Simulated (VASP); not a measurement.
Set up this calculation in VASP 6.6.1, as the native input.

| Quantity | Value |
| --- | --- |
| Task | relaxation of cell and atoms |
| Functional | PBE |
| Potentials or basis | VASP PAW PBE potentials, release 64 (Si, P, I) |
| Cutoff | 600 eV |
| k mesh | 12 × 12 × 10 |
| Occupations | gaussian, width 0.1 eV |
| Spin | no spin polarisation |
| Dipole correction | no |
| Further INCAR settings | ALGO = Normal; EDIFF = 1e-06; IBRION = 2; EDIFFG = -0.01; NSW = 100; ISIF = 3 |

The structure of Si4PI lies in POSCAR:

```
Si4PI
1.0
    5.5517321403      0.0000000000      0.0000000000
   -2.7758660701      4.8079410685      0.0000000000
    0.0000000000      0.0000000000      4.2236750249
Si P I
4 1 1
Direct
    0.6666666667      0.3333333333      0.0000000000
    0.0276923957      0.5138461978      0.5000000000
    0.4861538022      0.5138461978      0.5000000000
    0.4861538022      0.9723076043      0.5000000000
    0.3333333333      0.6666666667      0.0000000000
    0.0000000000      0.0000000000      0.0000000000
```

The cell was generated, and may not be a known phase.

The input as run:

INCAR

```
PREC = Accurate ; ENCUT = 600
EDIFF = 1E-6 ; ISMEAR = 0
SIGMA = 0.1 ; LREAL = F
LASPH = T ; NELM = 60
ALGO = Normal ; ISIF = 3
LWAVE = F ; LCHARG = F
GGA = PE ; IBRION = 2
NSW = 100 ; EDIFFG = -0.01
```

KPOINTS

```
Automatic mesh
0
Gamma
  12 12 10
```

Potentials or basis: VASP PAW PBE potentials, release 64 (Si, P, I).

The run is started by

```bash
$ cat potpaw_PBE.64/Si/POTCAR potpaw_PBE.64/P/POTCAR potpaw_PBE.64/I/POTCAR > POTCAR
$ mpirun -np 1 vasp_std > vasp.out
```

It gave:

- Relaxed volume: 19.23 Å³/atom
- Relaxed cell: a = 6.216 Å, b = 6.216 Å, c = 3.448 Å, α = 90.00°, β = 90.00°, γ = 120.00°
- Space group after relaxing (to 0.1 Å): P-6m2 (No. 187)
- Energy gained by relaxing: 142.7 meV/atom
- Ionic steps: 17
- Pressure after relaxing: 0.0 GPa
- Band gap on the k mesh: zero (bands 14 and 15 overlap by 3.07 eV)

Caveat: a cell axis changed by over 15 % at a fixed basis, so the end point is rough; spin-orbit coupling is left out, which moves the levels of the heavy elements.

Wall time 50 min on 1 thread of Intel(R) Xeon(R) Platinum 8259CL CPU @ 2.50GHz (Skylake/Cascade Lake), with other jobs on the host, peak memory 0.49 GiB.
